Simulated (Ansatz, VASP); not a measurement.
# LuAlN2 in VASP and in Ansatz

The input INCAR:

```
PREC = Accurate
ENCUT = 520
EDIFF = 1E-7
ISMEAR = 0
SIGMA = 0.01
LREAL = F
LASPH = T
NELM = 60
ALGO = Normal
ISIF = 2
LWAVE = F
LCHARG = F
GGA = PE
NBANDS = 27
```

File KPOINTS:

```
Automatic mesh
0
Gamma
  6 6 6
```

File POSCAR:

```
LuAlN2
1.0
    3.1602956302      0.0000000000      0.0000000000
    0.0000000000      3.1602956302      0.0000000000
    0.0000000000      0.0000000000      4.4667269863
Al N Lu
1 2 1
Direct
    0.0000000000      0.0000000000      0.0000000000
    0.0000000000      0.0000000000      0.5000000000
    0.5000000000      0.5000000000      0.0000000000
    0.5000000000      0.5000000000      0.5000000000
```

Input for Ansatz:

```yaml
crystal:
  lattice:
    - [3.1602956302, 0.0, 0.0]
    - [0.0, 3.1602956302, 0.0]
    - [0.0, 0.0, 4.4667269863]
  atoms:
    - { symbol: Al, position: [0.0, 0.0, 0.0] }
    - { symbol: "N", position: [0.0, 0.0, 0.5] }
    - { symbol: Lu, position: [0.5, 0.5, 0.5] }
    - { symbol: "N", position: [0.5, 0.5, 0.0] }
kpoints:
  mp_grid: { grid: [6, 6, 6] }
hamiltonian:
  xc: pbe
scf:
  occupations: { method: fixed }
  n_extra_bands: 5
output:
  forces: true
  stress: true
  eigenvalues: true
```

Alike in both runs: task single point; functional PBE; k mesh 6 × 6 × 6; no spin polarisation.

|  | VASP | Ansatz |
| --- | --- | --- |
| version | VASP 6.6.1 | Ansatz 0.2.0 |
| potentials or method | VASP PAW PBE potentials, release 64 (Al, N, Lu) | plane waves, PAW |
| plane-wave cutoff (eV) | 520 | 420 |
| occupations | gaussian, width 0.01 eV | fixed |
| valence electrons in the cell | 38 | 38 |

Ansatz gave:

* gap on the k mesh at the Fermi level (eV): 0.49
* pressure (GPa): 6.2

What did VASP give for the same quantities?

gap on the k mesh at the Fermi level (eV): 0.49; pressure (GPa): 7.0.

Neither program's run includes spin-orbit coupling.
